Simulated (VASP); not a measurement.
# Sn4HO8 (a cell with a defect) in VASP: a series of runs

Sn4HO8 (a cell with a defect) is run at these levels: PBE; tasks: single point.

Program: VASP 6.6.1. These are calculated values, not measurements. Logs are shortened: lines on timing, memory, paths and dates and some standing lists are left out, and cuts for length are marked.

**1. The cell of the first run**

The cell holds a defect, 13 atoms: a = 5.812 Å, b = 5.812 Å, c = 5.814 Å, α = 108.08°, β = 108.08°, γ = 112.28°.

**2. Single point, PBE**

The input, INCAR:

```
SYSTEM = Sn4HO8
PREC = Accurate ; ENCUT = 520
EDIFF = 1E-7 ; ISMEAR = 0
SIGMA = 0.02 ; LREAL = .FALSE.
LASPH = .TRUE. ; NELM = 100
ALGO = Normal ; ISIF = 2
LWAVE = .FALSE. ; LCHARG = .FALSE.
GGA = PE ; NBANDS = 64
NELECT = 104.0
```

The input, KPOINTS:

```
regular mesh
0
G
  3 3 3
  0 0 0
```

The input, POSCAR:

```
Sn4HO8
1.0
   -4.8265176449      0.0000000000      3.2381666583
    4.8265176449      0.0000000000      3.2381666583
    0.0000000000      4.8283676020     -3.2381666583
Sn O H
4 8 1
Direct
    0.2401381156      0.7547631895      0.4973395147
    0.7725558210      0.2445625166      0.5195565472
   -0.0099570126     -0.0073014748     -0.0022777885
    0.5025853223      0.5052408601     -0.0022777885
   -0.0279696005      0.3029020792      0.2841620840
    0.4788216916      0.8096933712      0.2841618769
    0.9379094197      0.7730070908      0.2133549234
    0.4579003972      0.3110551866      0.2713937935
    0.5482146549      0.6987430593      0.7493959239
    0.0725202578      0.2245186662      0.7994772391
    1.0334243673      0.6952977675      0.7276084361
    0.5298724590      0.1917458592      0.7276084361
    0.4822259322      0.4590323984      0.4436965402
```

Potentials or basis: VASP PAW PBE potentials, release 64 (Sn_d, O, H).

The run is started by

```bash
$ cat potpaw_PBE.64/Sn_d/POTCAR potpaw_PBE.64/O/POTCAR potpaw_PBE.64/H/POTCAR > POTCAR
$ mpirun -np 1 vasp_std > vasp.out
```

OUTCAR:

```text
SYSTEM = Sn4HO8
   PREC = Accurate
   ENCUT = 520
   EDIFF = 1E-7
   ISMEAR = 0
   LREAL = .FALSE.
   LASPH = .TRUE.
   NELM = 100
   ISIF = 2
   GGA = PE
   NELECT = 104.0

 ion  position               nearest neighbor table
   1  0.240  0.755  0.497-   7 2.07  11 2.08  12 2.08   5 2.13   6 2.13   9 2.14   2 3.25   2 3.25
                             3 3.72   4 3.72
   2  0.773  0.245  0.520-  10 2.05   5 2.08   6 2.08  12 2.12  11 2.12   8 2.20   1 3.25   1 3.25
                             4 3.64   3 3.64   3 3.74   4 3.74
   3  0.990  0.993  0.998-  10 2.05   7 2.06  11 2.10   5 2.10   9 2.11   8 2.24   4 3.16   4 3.32
                             2 3.64   1 3.72   2 3.74
   4  0.503  0.505  0.998-  10 2.05   7 2.06  12 2.10   6 2.10   9 2.11   8 2.24   3 3.16   3 3.32
                             2 3.64   1 3.72   2 3.74
   5  0.972  0.303  0.284-   2 2.08   3 2.10   1 2.13
   6  0.479  0.810  0.284-   2 2.08   4 2.10   1 2.13
   7  0.938  0.773  0.213-   4 2.06   3 2.06   1 2.07
   8  0.458  0.311  0.271-  13 1.02   2 2.20   4 2.24   3 2.24
   9  0.548  0.699  0.749-   3 2.11   4 2.11   1 2.14
  10  0.073  0.225  0.799-   4 2.05   3 2.05   2 2.05
  11  0.033  0.695  0.728-   1 2.08   3 2.10   2 2.12
  12  0.530  0.192  0.728-   1 2.08   4 2.10   2 2.12
  13  0.482  0.459  0.444-   8 1.02

  LATTYP: Found a face centered orthorhombic cell.
 ALAT       =     6.4763333166
 B/A-ratio  =     1.4905093388
 C/A-ratio  =     1.4910806365

  Lattice vectors:

 A1 = (   4.8265176449,   4.8283676020,   0.0000000000)
 A2 = (   0.0000000000,   4.8283676020,   3.2381666583)
 A3 = (   4.8265176449,   0.0000000000,   3.2381666583)

Analysis of symmetry for initial positions (statically):
=====================================================================
 Subroutine PRICEL returns:
 Original cell was already a primitive cell.

 Routine SETGRP: Setting up the symmetry group for a
 face centered orthorhombic supercell.

 Subroutine GETGRP returns: Found  2 space group operations
 (whereof  1 operations were pure point group operations)
 out of a pool of  8 trial point group operations.

The static configuration has the point symmetry C_1 .
 The point group associated with its full space group is C_1h.

Analysis of symmetry for dynamics (positions and initial velocities):
=====================================================================
 Subroutine PRICEL returns:
 Original cell was already a primitive cell.

 Routine SETGRP: Setting up the symmetry group for a
 face centered orthorhombic supercell.

 Subroutine GETGRP returns: Found  2 space group operations
 (whereof  1 operations were pure point group operations)
 out of a pool of  8 trial point group operations.

The dynamic configuration has the point symmetry C_1 .
 The point group associated with its full space group is C_1h.

 Subroutine INISYM returns: Found  2 space group operations
 (whereof  1 operations are pure point group operations),
 and found     1 'primitive' translations

----------------------------------------------------------------------------------------

                                     Primitive cell

  volume of cell :     150.9258

  direct lattice vectors                    reciprocal lattice vectors
    -4.826517645  0.000000000  3.238166658    -0.103594359  0.103554667  0.154408359
     4.826517645  0.000000000  3.238166658     0.103594359  0.103554667  0.154408359
     0.000000000  4.828367602 -3.238166658     0.000000000  0.207109334  0.000000000

  length of vectors
     5.812142108  5.812142108  5.813678440     0.212831627  0.212831627  0.207109334

  position of ions in fractional coordinates (direct lattice)
     0.240138116  0.754763189  0.497339515
     0.772555821  0.244562517  0.519556547
     0.990042987  0.992698525  0.997722211
     0.502585322  0.505240860  0.997722211
     0.972030399  0.302902079  0.284162084
     0.478821692  0.809693371  0.284161877
     0.937909420  0.773007091  0.213354923
     0.457900397  0.311055187  0.271393794
     0.548214655  0.698743059  0.749395924
     0.072520258  0.224518666  0.799477239
     0.033424367  0.695297768  0.727608436
     0.529872459  0.191745859  0.727608436
     0.482225932  0.459032398  0.443696540

  ion indices of the primitive-cell ions
   primitive index   ion index
                 1           1
[... 25 lines left out ...]
     0.034531453  0.034518222  0.051469453     0.000000000  0.333333333  0.000000000
     0.000000000  0.069036445  0.000000000     0.000000000  0.000000000  0.333333333

  Length of vectors
     0.070943876  0.070943876  0.069036445

  Shift w.r.t. Gamma in fractional coordinates (k-lattice)
     0.000000000  0.000000000  0.000000000

 Subroutine IBZKPT returns following result:
 ===========================================

 Found     10 irreducible k-points:

 Following reciprocal coordinates:
            Coordinates               Weight
  0.000000  0.000000  0.000000      1.000000
  0.333333  0.000000  0.000000      4.000000
 -0.000000 -0.333333  0.000000      4.000000
  0.333333  0.333333  0.000000      4.000000
 -0.333333  0.333333  0.000000      2.000000
  0.000000  0.000000  0.333333      2.000000
  0.333333  0.000000  0.333333      4.000000
 -0.333333  0.333333  0.333333      2.000000
 -0.333333  0.333333 -0.333333      2.000000
 -0.333333 -0.333333  0.333333      2.000000
   k-points           NKPTS =     10   k-points in BZ     NKDIM =     10   number of bands    NBANDS=     64
   number of dos      NEDOS =    301   number of ions     NIONS =     13
   total plane-waves  NPLWV = 110592
   dimension x,y,z NGX =    48 NGY =   48 NGZ =   48
   dimension x,y,z NGXF=    96 NGYF=   96 NGZF=   96
   ions per type =               4   8   1
   NGX,Y,Z   is equivalent  to a cutoff of  13.73, 13.73, 13.73 a.u.
   NGXF,Y,Z  is equivalent  to a cutoff of  27.46, 27.46, 27.45 a.u.
 SYSTEM =  Sn4HO8
   PREC   = accura    normal or accurate (medium, high low for compatibility)
   ISTART =      0    job   : 0-new  1-cont  2-samecut
   ICHARG =      2    charge: 1-file 2-atom 10-const
   ISPIN  =      1    spin polarized calculation?
   LNONCOLLINEAR =      F non collinear calculations
   LSORBIT =      F    spin-orbit coupling
   LASPH  =      T    aspherical Exc in radial PAW
   ENCUT  =  520.0 eV  38.22 Ry    6.18 a.u.  10.81 10.81 10.81*2*pi/ulx,y,z
   NELM   =    100;   NELMIN=  2; NELMDL= -5     # of ELM steps
   EDIFF  = 0.1E-06   stopping-criterion for ELM
   LREAL  =      F    real-space projection
   EDIFFG = 0.1E-05   stopping-criterion for IOM
   NSW    =      0    number of steps for IOM
   IBRION =     -1    ionic relax: 0-MD 1-quasi-New 2-CG
   NFREE  =      0    steps in history (QN), initial steepest desc. (CG)
   ISIF   =      2    stress and relaxation
   ISYM   =      2    0-nonsym 1-usesym 2-fastsym
   POTIM  = 0.5000    time-step for ionic-motion
   TEBEG  =    0.0;   TEEND  =   0.0 temperature during run
   PSTRESS=    0.0 pullay stress
   NELECT =     104.0000    total number of electrons
   NUPDOWN=      -1.0000    fix difference up-down
   EMIN   =  10.00;   EMAX   =-10.00  energy-range for DOS
   EFERMI =   0.00;   METHOD = LEGACY
   ISMEAR =     0;   SIGMA  =   0.02  broadening in eV -4-tet -1-fermi 0-gaus
   EFERMI_NEDOS =   21; number of points for ismear=-14 and -15
   IALGO  =     38    algorithm
   IMIX   =      4    mixing-type and parameters
     AMIX     =   0.40;   BMIX     =  1.00
     AMIX_MAG =   1.60;   BMIX_MAG =  1.00
  volume/ion in A,a.u.               =      11.61        78.35
  Fermi-wavevector in a.u.,A,eV,Ry     =   1.445988  2.732522 28.448182  2.090882
  Thomas-Fermi vector in A             =   2.564108
   LORBIT       =      0    0 simple, 1 ext, 2 COOP (PROOUT), +10 PAW based schemes
   GGA     = PE    functional components
   LHFCALC =     F    Hartree Fock is set to
   AEXX    =    0.0000 exact exchange contribution
   IVDW    =     0    specifies the selected vdW correction
   LEPSILON=     F    determine dielectric tensor
   LRPA    =     F    only Hartree local field effects (RPA)
 non-spin polarized calculation
 Gauss-broadening in eV      SIGMA  =   0.02
  energy-cutoff  :      520.00
  volume of cell :      150.93
 maximum number of plane-waves:      4076
 NGX is ok and might be reduce to    48
   NGX = 21   NGY = 21   NGZ = 21

 number of electron     103.9999992 magnetization

 Free energy of the ion-electron system (eV)
  ---------------------------------------------------
  ext. energy  EPLUGINS =         0.00000000
  ---------------------------------------------------
  free energy    TOTEN  =       -85.44996012 eV

  energy without entropy =      -85.44996012  energy(sigma->0) =      -85.44996012

 E-fermi :   5.4040     XC(G=0): -10.9824

 val. band max:        5.2612585428   @ k =   0.0000   0.0000   0.3333
 cond. band min:       6.3262509085   @ k =   0.0000   0.0000   0.0000
 fundamental gap:      1.0649923657
 Fermi energy:         5.4039791858

 k-point     1 :       0.0000    0.0000    0.0000
  band No.  band energies     occupation
      1     -15.3490      2.00000
      2     -15.2006      2.00000
      3     -14.9147      2.00000
      4     -14.6581      2.00000
      5     -14.6439      2.00000
      6     -14.5936      2.00000
[... 659 lines left out ...]
     63      15.6474      0.00000
     64      15.8590      0.00000

------------------------ aborting loop because EDIFF is reached ----------------------------------------

  FORCE on cell =-STRESS in cart. coord.  units (eV):
  Direction    XX          YY          ZZ          XY          YZ          ZX
  --------------------------------------------------------------------------------------
  -------------------------------------------------------------------------------------
  Total       -8.9048021    -13.9084957    -10.0705684     -3.9627781      0.0000000      0.0000000
  in kB      -94.5303873   -147.6479169   -106.9057706    -42.0675214      0.0000000      0.0000000
  external PRESSURE =    -116.3613583 kB  Pullay stress =       0.0000000 kB

 VOLUME and BASIS-vectors are now :
 -----------------------------------------------------------------------------
  energy-cutoff  :      520.00
  volume of cell :      150.93
      direct lattice vectors                 reciprocal lattice vectors
    -4.826517645  0.000000000  3.238166658    -0.103594359  0.103554667  0.154408359
     4.826517645  0.000000000  3.238166658     0.103594359  0.103554667  0.154408359
     0.000000000  4.828367602 -3.238166658     0.000000000  0.207109334  0.000000000

 POSITION                                       TOTAL-FORCE (eV/Angst)
 -----------------------------------------------------------------------------------
      2.48385      2.40134      1.61119         0.011738      0.032100      0.000000
     -2.54837      2.50861      1.61119        -0.011318      0.025197      0.000000
      0.01282      4.81737      3.18966         0.021100     -0.009190     -0.016246
      0.01282      4.81737      0.03272         0.021100     -0.009190      0.016246
     -3.22956      1.37204      3.20828        -0.031422      0.041924      0.032815
      1.59696      1.37204      3.25226        -0.031422      0.041924     -0.032815
     -0.79590      1.03016      4.84935        -0.016122      0.045842     -0.000000
     -0.70875      1.31039      1.61119        -0.116776     -0.157973      0.000000
      0.72653      3.61836      1.61119         0.090180      0.068011      0.000000
      0.73362      3.86017     -1.62698        -0.012657      0.021890      0.000000
      3.19454      3.51316      0.00361         0.034536      0.012201     -0.038055
     -1.63197      3.51316     -0.01940         0.034536      0.012201      0.038055
     -0.11194      2.14233      1.61119         0.006526     -0.124939     -0.000000
 -----------------------------------------------------------------------------------
    total drift:                                0.001381     -0.000750      0.001319

  FREE ENERGIE OF THE ION-ELECTRON SYSTEM (eV)
  ---------------------------------------------------
  free  energy   TOTEN  =       -85.4499601192 eV

  energy  without entropy=      -85.4499601192  energy(sigma->0) =      -85.44996012
```

Wall time 99 s (1 thread of Intel Xeon Platinum 8488C (Sapphire Rapids), shared host); peak memory 0.35 GiB.

What came out:

| Item | Value |
| --- | --- |
| Free energy | -85.4500 eV |
| Largest force | 0.196 eV/Å |

Forces in eV/Å, atoms in the order of the input:
```
Sn   0.012  0.032  0.000
Sn  -0.011  0.025  0.000
Sn   0.021 -0.009 -0.016
Sn   0.021 -0.009  0.016
O   -0.031  0.042  0.033
O   -0.031  0.042 -0.033
O   -0.016  0.046  0.000
O   -0.117 -0.158  0.000
O    0.090  0.068  0.000
O   -0.013  0.022  0.000
O    0.035  0.012 -0.038
O    0.035  0.012  0.038
H    0.007 -0.125  0.000
```

Levels at points of the mesh, in eV from the Fermi level:
```
           k point  band 49  band 50  band 51  band 52  band 53  band 54  band 55  band 56
(0.00, 0.00, 0.00)    -0.57    -0.33    -0.30    -0.17     0.92     4.43     4.58     5.74
```

Caveat: the k points lie up to 0.45 Å⁻¹ apart; the cell carries a net charge on a neutralising background, which shifts energy and pressure; the cell is charged against a uniform background, so pressure and absolute levels hang on convention; spin-orbit coupling is left out, which moves the levels of the heavy elements.

(Continued in part 2 of 2.)
